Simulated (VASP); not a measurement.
# Sn (I4/mmm) in VASP: single point with PBE

Aim: the single point of Sn with PBE.

All numbers are computed with VASP 6.6.1; they aren't measurements. Logs are shortened: lines on timing, memory, paths and dates and some standing lists are left out, and cuts for length are marked.

**1. The cell of the first run**

Symmetry: I4/mmm, No. 139, tetragonal system. The conventional cell has a = 3.732 Å, b = 3.732 Å, c = 3.714 Å, α = 90.00°, β = 90.00°, γ = 90.00°. Within 4.2 Å of Sn (site symmetry 4/mmm) lie 14 Sn at 3.23 to 3.73 Å.

This isn't the form of Sn at room conditions, which is tetragonal (white tin).

**2. Single point, PBE**

INCAR

```
SYSTEM = Sn
PREC = Accurate
ENCUT = 520
EDIFF = 1E-7
ISMEAR = 0
SIGMA = 0.1
LREAL = .False.
LASPH = .True.
NELM = 100
ALGO = Normal
ISIF = 2
LWAVE = .False.
LCHARG = .True.
GGA = PE
LELF = .True.
LVHAR = .True.
NBANDS = 13
```

KPOINTS

```
regular mesh
0
Gamma
  6 6 6
  0 0 0
```

POSCAR

```
Sn
1.0
   -1.8658975038      1.8658975038      1.8567592488
    1.8658975038     -1.8658975038      1.8567592488
    1.8658975038      1.8658975038     -1.8567592488
Sn
1
Direct
    0.5000000000      0.5000000000      0.0000000000
```

Potentials or basis: VASP PAW PBE potentials, release 64 (Sn_d).

Started as:

```
cat potpaw_PBE.64/Sn_d/POTCAR > POTCAR
mpirun -np 1 vasp_std > vasp.out
```

OUTCAR:

```text
SYSTEM = Sn
   PREC = Accurate
   ENCUT = 520
   EDIFF = 1E-7
   ISMEAR = 0
   LREAL = .False.
   LASPH = .True.
   NELM = 100
   ISIF = 2
   GGA = PE

 ion  position               nearest neighbor table
   1  0.500  0.500  0.000-

  LATTYP: Found a body centered tetragonal cell.
 ALAT       =     3.7317950076
 C/A-ratio  =     0.9951024882

  Lattice vectors:

 A1 = (  -1.8658975038,   1.8658975038,   1.8567592488)
 A2 = (   1.8658975038,  -1.8658975038,   1.8567592488)
 A3 = (   1.8658975038,   1.8658975038,  -1.8567592488)

Analysis of symmetry for initial positions (statically):
=====================================================================
 Subroutine PRICEL returns:
 Original cell was already a primitive cell.

 Routine SETGRP: Setting up the symmetry group for a
 body centered tetragonal supercell.

 Subroutine GETGRP returns: Found 16 space group operations
 (whereof 16 operations were pure point group operations)
 out of a pool of 16 trial point group operations.

The static configuration has the point symmetry D_4h.

Analysis of symmetry for dynamics (positions and initial velocities):
=====================================================================
 Subroutine PRICEL returns:
 Original cell was already a primitive cell.

 Routine SETGRP: Setting up the symmetry group for a
 body centered tetragonal supercell.

 Subroutine GETGRP returns: Found 16 space group operations
 (whereof 16 operations were pure point group operations)
 out of a pool of 16 trial point group operations.

The dynamic configuration has the point symmetry D_4h.

 Subroutine INISYM returns: Found 16 space group operations
 (whereof 16 operations are pure point group operations),
 and found     1 'primitive' translations

----------------------------------------------------------------------------------------

                                     Primitive cell

  volume of cell :      25.8578

  direct lattice vectors                    reciprocal lattice vectors
    -1.865897504  1.865897504  1.856759249     0.000000000  0.267967559  0.269286393
     1.865897504 -1.865897504  1.856759249     0.267967559  0.000000000  0.269286393
     1.865897504  1.865897504 -1.856759249     0.267967559  0.267967559  0.000000000

  length of vectors
     3.226561931  3.226561931  3.226561931     0.379897057  0.379897057  0.378963357

  position of ions in fractional coordinates (direct lattice)
     0.500000000  0.500000000  0.000000000

  ion indices of the primitive-cell ions
   primitive index   ion index
                 1           1

----------------------------------------------------------------------------------------

 KPOINTS: regular mesh

Automatic generation of k-mesh.
 Grid dimensions read from file:
 generate k-points for:    6    6    6

 Generating k-lattice:

  Cartesian coordinates                     Fractional coordinates (reciprocal lattice)
     0.000000000  0.044661260  0.044881065     0.166666667  0.000000000  0.000000000
     0.044661260  0.000000000  0.044881065     0.000000000  0.166666667  0.000000000
     0.044661260  0.044661260  0.000000000     0.000000000  0.000000000  0.166666667

  Length of vectors
     0.063316176  0.063316176  0.063160559

  Shift w.r.t. Gamma in fractional coordinates (k-lattice)
     0.000000000  0.000000000  0.000000000

 Subroutine IBZKPT returns following result:
 ===========================================

 Found     30 irreducible k-points:

 Following reciprocal coordinates:
            Coordinates               Weight
  0.000000  0.000000  0.000000      1.000000
  0.166667  0.000000  0.000000      8.000000
  0.333333  0.000000  0.000000      8.000000
  0.500000  0.000000 -0.000000      4.000000
  0.166667  0.166667 -0.000000      8.000000
  0.333333  0.166667 -0.000000     16.000000
[... 16 lines left out ...]
 -0.333333 -0.333333  0.166667      8.000000
 -0.166667 -0.333333  0.166667      8.000000
 [... further k-points ...]
   k-points           NKPTS =     30   k-points in BZ     NKDIM =     30   number of bands    NBANDS=     13
   number of dos      NEDOS =    301   number of ions     NIONS =      1
   total plane-waves  NPLWV =  13824
   dimension x,y,z NGX =    24 NGY =   24 NGZ =   24
   dimension x,y,z NGXF=    48 NGYF=   48 NGZF=   48
   ions per type =               1
   NGX,Y,Z   is equivalent  to a cutoff of  12.37, 12.37, 12.37 a.u.
   NGXF,Y,Z  is equivalent  to a cutoff of  24.73, 24.73, 24.73 a.u.
 SYSTEM =  Sn
   PREC   = accura    normal or accurate (medium, high low for compatibility)
   ISTART =      0    job   : 0-new  1-cont  2-samecut
   ICHARG =      2    charge: 1-file 2-atom 10-const
   ISPIN  =      1    spin polarized calculation?
   LNONCOLLINEAR =      F non collinear calculations
   LSORBIT =      F    spin-orbit coupling
   LASPH  =      T    aspherical Exc in radial PAW
   ENCUT  =  520.0 eV  38.22 Ry    6.18 a.u.   6.00  6.00  6.00*2*pi/ulx,y,z
   NELM   =    100;   NELMIN=  2; NELMDL= -5     # of ELM steps
   EDIFF  = 0.1E-06   stopping-criterion for ELM
   LREAL  =      F    real-space projection
   EDIFFG = 0.1E-05   stopping-criterion for IOM
   NSW    =      0    number of steps for IOM
   IBRION =     -1    ionic relax: 0-MD 1-quasi-New 2-CG
   NFREE  =      0    steps in history (QN), initial steepest desc. (CG)
   ISIF   =      2    stress and relaxation
   ISYM   =      2    0-nonsym 1-usesym 2-fastsym
   POTIM  = 0.5000    time-step for ionic-motion
   TEBEG  =    0.0;   TEEND  =   0.0 temperature during run
   PSTRESS=    0.0 pullay stress
   NELECT =      14.0000    total number of electrons
   NUPDOWN=      -1.0000    fix difference up-down
   EMIN   =  10.00;   EMAX   =-10.00  energy-range for DOS
   EFERMI =   0.00;   METHOD = LEGACY
   ISMEAR =     0;   SIGMA  =   0.10  broadening in eV -4-tet -1-fermi 0-gaus
   EFERMI_NEDOS =   21; number of points for ismear=-14 and -15
   IALGO  =     38    algorithm
   IMIX   =      4    mixing-type and parameters
     AMIX     =   0.40;   BMIX     =  1.00
     AMIX_MAG =   1.60;   BMIX_MAG =  1.00
  volume/ion in A,a.u.               =      25.86       174.50
  Fermi-wavevector in a.u.,A,eV,Ry     =   1.334301  2.521463 24.223255  1.780359
  Thomas-Fermi vector in A             =   2.463093
   LORBIT       =      0    0 simple, 1 ext, 2 COOP (PROOUT), +10 PAW based schemes
   GGA     = PE    functional components
   LHFCALC =     F    Hartree Fock is set to
   AEXX    =    0.0000 exact exchange contribution
   IVDW    =     0    specifies the selected vdW correction
   LEPSILON=     F    determine dielectric tensor
   LRPA    =     F    only Hartree local field effects (RPA)
 non-spin polarized calculation
 Gauss-broadening in eV      SIGMA  =   0.10
  energy-cutoff  :      520.00
  volume of cell :       25.86
 maximum number of plane-waves:       714
   NGX = 11   NGY = 11   NGZ = 11

 number of electron      13.9999992 magnetization

 Free energy of the ion-electron system (eV)
  ---------------------------------------------------
  ext. energy  EPLUGINS =         0.00000000
  ---------------------------------------------------
  free energy    TOTEN  =        -3.78263325 eV

  energy without entropy =       -3.78043840  energy(sigma->0) =       -3.78153583

 E-fermi :   8.8255     XC(G=0): -10.6028

 val. band max:        8.3077715126   @ k =  -0.1667   0.3333   0.1667
 cond. band min:       8.8523333618   @ k =  -0.3333   0.5000   0.3333
 fundamental gap:      0.5445618492
 Fermi energy:         8.8255214303

 k-point     1 :       0.0000    0.0000    0.0000
  band No.  band energies     occupation
      1     -12.8812      2.00000
      2     -12.8812      2.00000
      3     -12.8811      2.00000
      4     -12.7228      2.00000
      5     -12.7180      2.00000
      6      -2.7476      2.00000
      7      17.1455      0.00000
      8      17.1455      0.00000
      9      17.1788      0.00000
     10      20.9041      0.00000
     11      20.9041      0.00000
     12      20.9720      0.00000
     13      21.7502      0.00000

 k-point     2 :       0.1667    0.0000    0.0000
  band No.  band energies     occupation
      1     -12.8948      2.00000
      2     -12.8643      2.00000
      3     -12.8179      2.00000
      4     -12.7332      2.00000
      5     -12.7228      2.00000
      6      -2.1134      2.00000
      7      13.1351      0.00000
      8      15.2967      0.00000
      9      16.2796      0.00000
     10      18.6220      0.00000
     11      18.9307      0.00000
     12      20.7332      0.00000
     13      22.9427      0.00000

 k-point     3 :       0.3333    0.0000    0.0000
  band No.  band energies     occupation
      1     -12.9220      2.00000
      2     -12.8553      2.00000
      3     -12.7390      2.00000
      4     -12.7258      2.00000
      5     -12.6886      2.00000
      6      -0.2114      2.00000
      7       7.7331      2.00000
      8      13.2332      0.00000
      9      14.8645      0.00000
     10      17.3421      0.00000
     11      17.5574      0.00000
     12      22.3270      0.00000
     13      24.0298      0.00000

 k-point     4 :       0.5000    0.0000   -0.0000
  band No.  band energies     occupation
      1     -12.9356      2.00000
      2     -12.8659      2.00000
      3     -12.7287      2.00000
      4     -12.7270      2.00000
      5     -12.6225      2.00000
      6       2.2597      2.00000
      7       4.0322      2.00000
      8      12.4695      0.00000
      9      14.3007      0.00000
     10      16.9362      0.00000
     11      17.1062      0.00000
     12      24.1771      0.00000
     13      25.0082      0.00000

 k-point     5 :       0.1667    0.1667   -0.0000
  band No.  band energies     occupation
      1     -12.8967      2.00000
      2     -12.8559      2.00000
      3     -12.7458      2.00000
      4     -12.7372      2.00000
      5     -12.7210      2.00000
      6      -0.8400      2.00000
      7      10.0840      0.00000
      8      11.7007      0.00000
      9      14.4427      0.00000
     10      18.9766      0.00000
     11      19.3365      0.00000
     12      21.8584      0.00000
     13      23.6840      0.00000
[... 257 lines left out ...]
 k-point    22 :      -0.1667    0.5000    0.1667
  band No.  band energies     occupation
      1     -12.8653      2.00000
      2     -12.8474      2.00000
      3     -12.7740      2.00000
      4     -12.7368      2.00000
      5     -12.6285      2.00000
      6       2.8223      2.00000
      7       4.6961      2.00000
      8      10.7651      0.00000
      9      12.4261      0.00000
     10      18.4627      0.00000
     11      19.7460      0.00000
     12      20.1787      0.00000
     13      20.9359      0.00000

 k-point    23 :      -0.3333   -0.3333    0.1667
  band No.  band energies     occupation
      1     -12.8339      2.00000
      2     -12.8330      2.00000
      3     -12.8008      2.00000
      4     -12.7136      2.00000
      5     -12.6563      2.00000
      6       2.7866      2.00000
      7       6.6110      2.00000
      8       7.8591      2.00000
      9      13.6092      0.00000
     10      16.2573      0.00000
     11      19.0251      0.00000
     12      19.9190      0.00000
     13      25.8514      0.00000

 k-point    24 :      -0.1667   -0.3333    0.1667
  band No.  band energies     occupation
      1     -12.8541      2.00000
      2     -12.8281      2.00000
      3     -12.7714      2.00000
      4     -12.7472      2.00000
      5     -12.6963      2.00000
      6       0.4248      2.00000
      7       8.2584      2.00000
      8      11.4907      0.00000
      9      12.8321      0.00000
     10      16.6521      0.00000
     11      20.2303      0.00000
     12      20.8228      0.00000
     13      23.7979      0.00000

 [... further k-points ...]

------------------------ aborting loop because EDIFF is reached ----------------------------------------

  FORCE on cell =-STRESS in cart. coord.  units (eV):
  Direction    XX          YY          ZZ          XY          YZ          ZX
  --------------------------------------------------------------------------------------
  -------------------------------------------------------------------------------------
  Total        0.6395235      0.6395235      0.5497916      0.0000000      0.0000000      0.0000000
  in kB       39.6256050     39.6256050     34.0657186      0.0000000      0.0000000      0.0000000
  external PRESSURE =      37.7723095 kB  Pullay stress =       0.0000000 kB

 VOLUME and BASIS-vectors are now :
 -----------------------------------------------------------------------------
  energy-cutoff  :      520.00
  volume of cell :       25.86
      direct lattice vectors                 reciprocal lattice vectors
    -1.865897504  1.865897504  1.856759249     0.000000000  0.267967559  0.269286393
     1.865897504 -1.865897504  1.856759249     0.267967559  0.000000000  0.269286393
     1.865897504  1.865897504 -1.856759249     0.267967559  0.267967559  0.000000000

 POSITION                                       TOTAL-FORCE (eV/Angst)
 -----------------------------------------------------------------------------------
      0.00000      0.00000      1.85676        -0.000000      0.000000     -0.000000
 -----------------------------------------------------------------------------------
    total drift:                               -0.000000      0.000000      0.000000

  FREE ENERGIE OF THE ION-ELECTRON SYSTEM (eV)
  ---------------------------------------------------
  free  energy   TOTEN  =        -3.7826332538 eV

  energy  without entropy=       -3.7804383985  energy(sigma->0) =       -3.78153583
```

Run time: 6.7 s. Hardware: 1 thread of Intel Xeon 6975P-C (Granite Rapids), shared host; peak memory 0.14 GiB.

What came out:

```
Free energy            : -3.7826 eV
Pressure               : 3.8 GPa
Band gap on the k mesh : zero (bands 7 and 8 overlap by 11.06 eV)
```

Levels at points of the mesh, in eV from the Fermi level:
```tsv
k point	band 5	band 6	band 7	band 8	band 9	band 10
(0.00, 0.00, 0.00)	-21.54	-11.57	8.32	8.32	8.35	12.08
(0.50, 0.00, 0.00)	-21.45	-6.57	-4.79	3.64	5.48	8.11
(0.50, 0.50, 0.00)	-21.45	-6.60	-4.81	3.71	5.56	8.19
(0.50, 0.50, 0.50)	-21.47	-2.28	-0.68	-0.68	-0.58	3.68
```

Caveat: the k points lie up to 0.40 Å⁻¹ apart, too coarse for converged energies and pressures of a metal; spin-orbit coupling is left out, which moves the levels of the heavy elements.
